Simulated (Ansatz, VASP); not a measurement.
One calculation of SrO, two programs

```
Sr O
1.0
     0.00000    2.59737    2.59737
     2.59737    0.00000    2.59737
     2.59737    2.59737    0.00000
Sr O
1 1
Cartesian
  2.5974 2.5974 2.5974
  0.0000 0.0000 0.0000
```

Alike in both runs: task single point; functional PBE; k mesh 8 × 8 × 8; no spin polarisation.

|  | VASP | Ansatz |
| --- | --- | --- |
| version | VASP 6.6.1 | Ansatz 0.2.0 |
| potentials or method | VASP PAW PBE potentials, release 64 (Sr_sv, O) | plane waves, PAW |
| plane-wave cutoff (eV) | 520 | 420 |
| occupations | gaussian, width 0.01 eV | fixed |
| valence electrons in the cell | 16 | 16 |

|  | VASP | Ansatz | Ansatz less VASP |
| --- | --- | --- | --- |
| gap on the k mesh at the Fermi level (eV) | 3.28 | 3.33 | +0.046 |
| pressure (GPa) | 0.5 | 0.0 | -0.51 |
